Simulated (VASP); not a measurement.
Input of a VASP 6.6.1 run:

File POSCAR:

```
FeSi
1.0
    2.7285266964      0.0000000000      0.0000000000
    0.0000000000      2.7285266964      0.0000000000
    0.0000000000      0.0000000000      2.7285266964
Si Fe
1 1
Direct
    0.5000000000      0.5000000000      0.5000000000
    0.0000000000      0.0000000000      0.0000000000
```

Contents of INCAR.step1:

```
PREC     = Accurate       # precision mode
ENCUT    = 660            # plane-wave cutoff, eV
ISMEAR   = 0              # smearing method
SIGMA    = 0.1            # smearing width, eV
LREAL    = False          # projectors in reciprocal space
LASPH    = True           # aspherical terms in the spheres
NELM     = 200            # most SCF steps
ISPIN    = 2              # spin polarisation
MAGMOM   = -0.01 0.08     # initial moments
LMAXMIX  = 4              # l up to which the mixer works
GGA      = PE             # functional
ALGO     = Normal         # electronic algorithm
EDIFF    = 1E-5           # SCF threshold, eV
LWAVE    = True           # write WAVECAR
LCHARG   = False          # write CHGCAR
GGA_COMPAT= False        
IBRION   = 2              # ionic algorithm
ISIF     = 3              # what is computed and relaxed
EDIFFG   = -0.005         # ionic threshold
NELMIN   = 4            
NSW      = 100            # ionic steps
```

Contents of INCAR.step2:

```
PREC     = Accurate       # precision mode
ENCUT    = 660            # plane-wave cutoff, eV
EDIFF    = 1E-7           # SCF threshold, eV
ISMEAR   = 0              # smearing method
SIGMA    = 0.1            # smearing width, eV
LREAL    = False          # projectors in reciprocal space
LASPH    = True           # aspherical terms in the spheres
NELM     = 200            # most SCF steps
ALGO     = Normal         # electronic algorithm
ISIF     = 3              # what is computed and relaxed
LWAVE    = False          # write WAVECAR
LCHARG   = False          # write CHGCAR
ISPIN    = 2              # spin polarisation
MAGMOM   = -0.01 0.08     # initial moments
LORBIT   = 11             # projections on sites
LMAXMIX  = 4              # l up to which the mixer works
METAGGA  = R2SCAN         # meta-GGA
LMIXTAU  = True         
IBRION   = 2              # ionic algorithm
NSW      = 80             # ionic steps
EDIFFG   = -0.01          # ionic threshold
ISTART   = 1            
GGA_COMPAT= False        
NELMIN   = 4
```

File KPOINTS:

```
regular mesh
0
Gamma
  16 16 16
```

Potentials or basis: VASP PAW PBE potentials, release 64 (Si, Fe).

Run with:

```bash
$ cat potpaw_PBE.64/Si/POTCAR potpaw_PBE.64/Fe/POTCAR > POTCAR
$ cp INCAR.step1 INCAR
$ mpirun -np 1 vasp_std > vasp.out
$ cp INCAR.step2 INCAR
$ mpirun -np 1 vasp_std > vasp.out
```

Question: What does it give for the net moment?

Answer: 0.00 μB per cell.

Question: Predict the band gap on the k mesh.

Answer: Zero (filled and empty bands overlap).

Final structure:
```yaml
crystal:
  lattice:
    - [2.72853, 0.00000, 0.00000]
    - [0.00000, 2.72853, 0.00000]
    - [0.00000, 0.00000, 2.72853]
  atoms:
    - { symbol: Si, position: [0.50000, 0.50000, 0.50000] }
    - { symbol: Fe, position: [0.00000, 0.00000, 0.00000] }
```

Caveat: the relaxation stopped at its first step, so nothing moved.
